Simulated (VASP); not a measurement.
Runs of VASP 6.6.1 on BN. The structure is that of space group P6_3mc (No. 186), or close to it. The cells are those of the table. 

| cell | gap on the mesh (eV) | pressure (GPa) | largest force (eV/Å) |
| --- | --- | --- | --- |
| a = 2.362, b = 2.362, c = 4.227 Å, angles 90.0, 90.0, 120.0°, 4 atoms | 4.52 | 81.2 | 0.59 |
| a = 2.889, b = 2.889, c = 4.227 Å, angles 90.0, 90.0, 120.0°, 4 atoms | 4.60 | -52.6 | 0.44 |
| a = 2.937, b = 2.937, c = 4.227 Å, angles 90.0, 90.0, 120.0°, 4 atoms | (c) | -55.2 | (a) |
| a = 2.458, b = 2.458, c = 4.227 Å, angles 90.0, 90.0, 120.0°, 4 atoms | 4.91 | 33.8 | 0.17 |
| a = 2.650, b = 2.650, c = 4.227 Å, angles 90.0, 90.0, 120.0°, 4 atoms | 5.40 | -23.2 | 0.02 |
| a = 2.267, b = 2.267, c = 4.227 Å, angles 90.0, 90.0, 120.0°, 4 atoms | 4.02 | 147.4 | 1.37 |
| a = 2.841, b = 2.841, c = 4.227 Å, angles 90.0, 90.0, 120.0°, 4 atoms | (b) | -49.2 | 0.31 |
| a = 2.745, b = 2.745, c = 4.227 Å, angles 90.0, 90.0, 120.0°, 4 atoms | 5.45 | -39.0 | 0.11 |

Alike in all rows: task single point; level PBE; potentials or basis VASP PAW PBE potentials, release 64 (B, N); no spin polarisation; k mesh 12 × 12 × 6; cutoff (eV) 520; smearing gaussian 0.05 eV.

Estimate the missing entries.

(a) 0.58; (b) 4.87; (c) 4.18.

Caveats: forces of over 1 eV/Å act on the atoms, so gaps and moduli don't describe the material at rest (some runs).

A k mesh can miss the band edges.
